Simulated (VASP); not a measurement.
# Os (Pm-3m) in VASP: a series of runs

The runs below take Os through single point, relaxation of cell and atoms, with PBE.

Everything below comes from runs of VASP 6.6.1. Logs are shortened: lines on timing, memory, paths and dates and some standing lists are left out, and cuts for length are marked.

**1. The cell of the first run**

The structure is cubic, space group Pm-3m (No. 221). Conventional cell: a = 2.488 Å, b = 2.488 Å, c = 2.488 Å, α = 90.00°, β = 90.00°, γ = 90.00°. Within 3.3 Å of Os (site symmetry m-3m) lie 6 Os at 2.49 Å.

**2. Single point, PBE (volume scaled by 0.92)**

File INCAR:

```
PREC = Accurate
ENCUT = 520
EDIFF = 1E-6
ISMEAR = -1
SIGMA = 0.08
LREAL = F
LASPH = T
NELM = 100
ALGO = Normal
ISIF = 2
LWAVE = F
LCHARG = F
GGA = PE
NBANDS = 10
```

File KPOINTS:

```
regular mesh
0
Gamma
  17 17 17
```

File POSCAR:

```
Os
1.0
    2.4878202952      0.0000000000      0.0000000000
    0.0000000000      2.4878202952      0.0000000000
    0.0000000000      0.0000000000      2.4878202952
Os
1
Direct
    0.0000000000      0.0000000000      0.0000000000
```

Potentials or basis: VASP PAW PBE potentials, release 64 (Os).

Run with:

```
$ cat potpaw_PBE.64/Os/POTCAR > POTCAR
$ mpirun -np 1 vasp_std > vasp.out
```

OUTCAR:

```text
PREC = Accurate
   ENCUT = 520
   EDIFF = 1E-6
   ISMEAR = -1
   LREAL = F
   LASPH = T
   NELM = 100
   ISIF = 2
   GGA = PE

 ion  position               nearest neighbor table
   1  0.000  0.000  0.000-

  LATTYP: Found a simple cubic cell.
 ALAT       =     2.4878202952

  Lattice vectors:

 A1 = (   2.4878202952,   0.0000000000,   0.0000000000)
 A2 = (   0.0000000000,   2.4878202952,   0.0000000000)
 A3 = (   0.0000000000,   0.0000000000,   2.4878202952)

Analysis of symmetry for initial positions (statically):
=====================================================================
 Subroutine PRICEL returns:
 Original cell was already a primitive cell.

 Routine SETGRP: Setting up the symmetry group for a
 simple cubic supercell.

 Subroutine GETGRP returns: Found 48 space group operations
 (whereof 48 operations were pure point group operations)
 out of a pool of 48 trial point group operations.

The static configuration has the point symmetry O_h .

Analysis of symmetry for dynamics (positions and initial velocities):
=====================================================================
 Subroutine PRICEL returns:
 Original cell was already a primitive cell.

 Routine SETGRP: Setting up the symmetry group for a
 simple cubic supercell.

 Subroutine GETGRP returns: Found 48 space group operations
 (whereof 48 operations were pure point group operations)
 out of a pool of 48 trial point group operations.

The dynamic configuration has the point symmetry O_h .

 Subroutine INISYM returns: Found 48 space group operations
 (whereof 48 operations are pure point group operations),
 and found     1 'primitive' translations

----------------------------------------------------------------------------------------

                                     Primitive cell

  volume of cell :      15.3977

  direct lattice vectors                    reciprocal lattice vectors
     2.487820295  0.000000000  0.000000000     0.401958293  0.000000000  0.000000000
     0.000000000  2.487820295  0.000000000     0.000000000  0.401958293  0.000000000
     0.000000000  0.000000000  2.487820295     0.000000000  0.000000000  0.401958293

  length of vectors
     2.487820295  2.487820295  2.487820295     0.401958293  0.401958293  0.401958293

  position of ions in fractional coordinates (direct lattice)
     0.000000000  0.000000000  0.000000000

  ion indices of the primitive-cell ions
   primitive index   ion index
                 1           1

----------------------------------------------------------------------------------------

 KPOINTS: regular mesh

Automatic generation of k-mesh.
 Grid dimensions read from file:
 generate k-points for:   17   17   17

 Generating k-lattice:

  Cartesian coordinates                     Fractional coordinates (reciprocal lattice)
     0.023644605  0.000000000  0.000000000     0.058823529  0.000000000  0.000000000
     0.000000000  0.023644605  0.000000000     0.000000000  0.058823529  0.000000000
     0.000000000  0.000000000  0.023644605     0.000000000  0.000000000  0.058823529

  Length of vectors
     0.023644605  0.023644605  0.023644605

  Shift w.r.t. Gamma in fractional coordinates (k-lattice)
     0.000000000  0.000000000  0.000000000

 Subroutine IBZKPT returns following result:
 ===========================================

 Found    165 irreducible k-points:

 Following reciprocal coordinates:
            Coordinates               Weight
  0.000000  0.000000  0.000000      1.000000
  0.058824  0.000000  0.000000      6.000000
  0.117647  0.000000  0.000000      6.000000
  0.176471  0.000000  0.000000      6.000000
  0.235294  0.000000  0.000000      6.000000
  0.294118  0.000000  0.000000      6.000000
[... 16 lines left out ...]
  0.411765  0.117647  0.000000     24.000000
  0.470588  0.117647  0.000000     24.000000
 [... further k-points ...]
   k-points           NKPTS =    165   k-points in BZ     NKDIM =    165   number of bands    NBANDS=     10
   number of dos      NEDOS =    301   number of ions     NIONS =      1
   total plane-waves  NPLWV =   8000
   dimension x,y,z NGX =    20 NGY =   20 NGZ =   20
   dimension x,y,z NGXF=    40 NGYF=   40 NGZF=   40
   ions per type =               1
   NGX,Y,Z   is equivalent  to a cutoff of  13.36, 13.36, 13.36 a.u.
   NGXF,Y,Z  is equivalent  to a cutoff of  26.73, 26.73, 26.73 a.u.
 SYSTEM =  unknown system
   PREC   = accura    normal or accurate (medium, high low for compatibility)
   ISTART =      0    job   : 0-new  1-cont  2-samecut
   ICHARG =      2    charge: 1-file 2-atom 10-const
   ISPIN  =      1    spin polarized calculation?
   LNONCOLLINEAR =      F non collinear calculations
   LSORBIT =      F    spin-orbit coupling
   LASPH  =      T    aspherical Exc in radial PAW
   ENCUT  =  520.0 eV  38.22 Ry    6.18 a.u.   4.63  4.63  4.63*2*pi/ulx,y,z
   NELM   =    100;   NELMIN=  2; NELMDL= -5     # of ELM steps
   EDIFF  = 0.1E-05   stopping-criterion for ELM
   LREAL  =      F    real-space projection
   EDIFFG = 0.1E-04   stopping-criterion for IOM
   NSW    =      0    number of steps for IOM
   IBRION =     -1    ionic relax: 0-MD 1-quasi-New 2-CG
   NFREE  =      0    steps in history (QN), initial steepest desc. (CG)
   ISIF   =      2    stress and relaxation
   ISYM   =      2    0-nonsym 1-usesym 2-fastsym
   POTIM  = 0.5000    time-step for ionic-motion
   TEBEG  =    0.0;   TEEND  =   0.0 temperature during run
   PSTRESS=    0.0 pullay stress
   NELECT =       8.0000    total number of electrons
   NUPDOWN=      -1.0000    fix difference up-down
   EMIN   =  10.00;   EMAX   =-10.00  energy-range for DOS
   EFERMI =   0.00;   METHOD = LEGACY
   ISMEAR =    -1;   SIGMA  =   0.08  broadening in eV -4-tet -1-fermi 0-gaus
   EFERMI_NEDOS =   21; number of points for ismear=-14 and -15
   IALGO  =     38    algorithm
   IMIX   =      4    mixing-type and parameters
     AMIX     =   0.40;   BMIX     =  1.00
     AMIX_MAG =   1.60;   BMIX_MAG =  1.00
  volume/ion in A,a.u.               =      15.40       103.91
  Fermi-wavevector in a.u.,A,eV,Ry     =   1.316091  2.487051 23.566580  1.732095
  Thomas-Fermi vector in A             =   2.446227
   LORBIT       =      0    0 simple, 1 ext, 2 COOP (PROOUT), +10 PAW based schemes
   GGA     = PE    functional components
   LHFCALC =     F    Hartree Fock is set to
   AEXX    =    0.0000 exact exchange contribution
   IVDW    =     0    specifies the selected vdW correction
   LEPSILON=     F    determine dielectric tensor
   LRPA    =     F    only Hartree local field effects (RPA)
 non-spin polarized calculation
  energy-cutoff  :      520.00
  volume of cell :       15.40
 maximum number of plane-waves:       437
 NGX is ok and might be reduce to    20
   NGX =  9   NGY =  9   NGZ =  9

 number of electron       8.0000002 magnetization

 Free energy of the ion-electron system (eV)
  ---------------------------------------------------
  ext. energy  EPLUGINS =         0.00000000
  ---------------------------------------------------
  free energy    TOTEN  =        -9.63878878 eV

  energy without entropy =       -9.60720608  energy(sigma->0) =       -9.62299743

 E-fermi :   8.3257     XC(G=0): -13.3305

 val. band max:        8.3249897206   @ k =   0.3529   0.3529   0.0000
 cond. band min:       8.3291514945   @ k =   0.4706   0.3529   0.2941
 fundamental gap:      0.0041617739
 Fermi energy:         8.3256689019

 k-point     1 :       0.0000    0.0000    0.0000
  band No.  band energies     occupation
      1      -1.8367      2.00000
      2       1.6724      2.00000
      3       1.6724      2.00000
      4      10.8937      0.00000
      5      10.8937      0.00000
      6      10.8937      0.00000
      7      24.3977      0.00000
      8      24.3977      0.00000
      9      24.3977      0.00000
     10      30.8753      0.00000

 k-point     2 :       0.0588    0.0000    0.0000
  band No.  band energies     occupation
      1      -1.7137      2.00000
      2       1.7012      2.00000
      3       1.8039      2.00000
      4      10.7212      0.00000
      5      10.7212      0.00000
      6      10.9063      0.00000
      7      23.6596      0.00000
      8      24.6508      0.00000
      9      24.6508      0.00000
     10      31.4220      0.00000

 k-point     3 :       0.1176    0.0000    0.0000
  band No.  band energies     occupation
      1      -1.3691      2.00000
      2       1.7849      2.00000
      3       2.2031      2.00000
      4      10.2566      0.00000
      5      10.2566      0.00000
      6      10.9427      0.00000
      7      22.0901      0.00000
      8      25.3500      0.00000
      9      25.3500      0.00000
     10      31.0055      0.00000

 k-point     4 :       0.1765    0.0000    0.0000
  band No.  band energies     occupation
      1      -0.8675      2.00000
      2       1.9146      2.00000
      3       2.8726      2.00000
      4       9.6200      0.00000
      5       9.6200      0.00000
      6      10.9982      0.00000
      7      20.3790      0.00000
      8      26.3565      0.00000
      9      26.3565      0.00000
     10      29.2076      0.00000
[... 222 lines left out ...]
 k-point    22 :       0.3529    0.1176    0.0000
  band No.  band energies     occupation
      1       1.2955      2.00000
      2       2.8796      2.00000
      3       5.1715      2.00000
      4       7.8528      1.99460
      5       8.0197      1.95728
      6      10.6397      0.00000
      7      17.1909      0.00000
      8      25.5392      0.00000
      9      27.1194      0.00000
     10      30.9945      0.00000

 k-point    23 :       0.4118    0.1176    0.0000
  band No.  band energies     occupation
      1       1.7323      2.00000
      2       3.0489      2.00000
      3       5.0664      2.00000
      4       7.4856      1.99994
      5       8.6162      0.05157
      6      10.6967      0.00000
      7      16.5513      0.00000
      8      25.0912      0.00000
      9      27.6770      0.00000
     10      31.0258      0.00000

 k-point    24 :       0.4706    0.1176    0.0000
  band No.  band energies     occupation
      1       1.9860      2.00000
      2       3.1648      2.00000
      3       4.8817      2.00000
      4       7.2960      1.99999
      5       9.0606      0.00020
      6      10.7275      0.00000
      7      16.2847      0.00000
      8      24.7921      0.00000
      9      28.3782      0.00000
     10      29.5194      0.00000

 [... further k-points ...]

------------------------ aborting loop because EDIFF is reached ----------------------------------------

  FORCE on cell =-STRESS in cart. coord.  units (eV):
  Direction    XX          YY          ZZ          XY          YZ          ZX
  --------------------------------------------------------------------------------------
  -------------------------------------------------------------------------------------
  Total        2.6207463      2.6207463      2.6207463      0.0000000      0.0000000      0.0000000
  in kB      272.6958561    272.6958561    272.6958561      0.0000000      0.0000000      0.0000000
  external PRESSURE =     272.6958561 kB  Pullay stress =       0.0000000 kB

 VOLUME and BASIS-vectors are now :
 -----------------------------------------------------------------------------
  energy-cutoff  :      520.00
  volume of cell :       15.40
      direct lattice vectors                 reciprocal lattice vectors
     2.487820295  0.000000000  0.000000000     0.401958293  0.000000000  0.000000000
     0.000000000  2.487820295  0.000000000     0.000000000  0.401958293  0.000000000
     0.000000000  0.000000000  2.487820295     0.000000000  0.000000000  0.401958293

 POSITION                                       TOTAL-FORCE (eV/Angst)
 -----------------------------------------------------------------------------------
      0.00000      0.00000      0.00000         0.000000      0.000000      0.000000
 -----------------------------------------------------------------------------------
    total drift:                               -0.000000      0.000000      0.000000

  FREE ENERGIE OF THE ION-ELECTRON SYSTEM (eV)
  ---------------------------------------------------
  free  energy   TOTEN  =        -9.6387887766 eV

  energy  without entropy=       -9.6072060795  energy(sigma->0) =       -9.62299743
```

Wall time 29 s (1 thread of Intel Xeon Platinum 8259CL at 2.50GHz (Skylake/Cascade Lake), shared host); peak memory 0.14 GiB.

What came out:

```yaml
Free_energy: -9.6388 eV
Pressure: 27.3 GPa
Band_gap_on_the_k_mesh: zero (band 4 reaches 13.58 eV, above the bottom of band 5 at 7.17 eV)
```

Levels at points of the mesh, in eV from the Fermi level:
```csv
k point,band 1,band 2,band 3,band 4,band 5,band 6,band 7,band 8,band 9
"(0.00, 0.00, 0.00)",-10.16,-6.65,-6.65,2.57,2.57,2.57,16.07,16.07,16.07
```

Caveat: spin-orbit coupling is left out, which moves the levels of the heavy elements.

(Part 1 of 2 ends here.)
